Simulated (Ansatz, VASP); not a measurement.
# Ta4C3: VASP beside Ansatz

```
Ta C
1.0
     4.40260    0.00000    0.00000
     0.00000    4.40260    0.00000
     0.00000    0.00000    4.40260
Ta C
4 3
Direct
  0.00000 0.50000 0.50000
  0.50000 0.00000 0.50000
  0.50000 0.50000 0.00000
  0.00000 0.00000 0.00000
  0.50000 0.00000 0.95741
  0.00000 0.50000 0.95741
  0.00000 0.00000 0.45741
```

Change from the starting cell: all C atoms moved +0.188 Å, as atom 5 towards its neighbour atom 2 (Ta) at 2.201 Å.

Alike in both runs: task single point; functional PBEsol; k mesh 10 × 10 × 10; occupations gaussian, width 0.15 eV; no spin polarisation.

|  | VASP | Ansatz |
| --- | --- | --- |
| version | VASP 6.6.1 | Ansatz 0.2.0 |
| potentials or method | VASP PAW PBE potentials, release 64 (Ta_pv, C), cutoff 520 eV | scalar-relativistic, plane waves, PAW |
| valence electrons in the cell | 56 | 64 |

|  | VASP | Ansatz | Ansatz less VASP |
| --- | --- | --- | --- |
| gap on the k mesh at the Fermi level (eV) | none | none | - |
| pressure (GPa) | 5.1 | 4.3 | -0.75 |
| traceless stress, the component that is largest in VASP (GPa) | 9.89 | 9.75 | -0.140 |
| rms of the force components (eV/Å) | 1.444 | 1.430 | -0.0136 |

VASP's potentials were made for PBE, not for PBEsol. Atom by atom the forces differ by 0.014 eV/Å (rms over components). A gap of «none» marks a metal or a gap that the smearing closes. VASP's potentials hold 56 valence electrons a cell and Ansatz's 64, so a difference there can come from the potentials and not from the codes.

Neither program's run includes spin-orbit coupling.
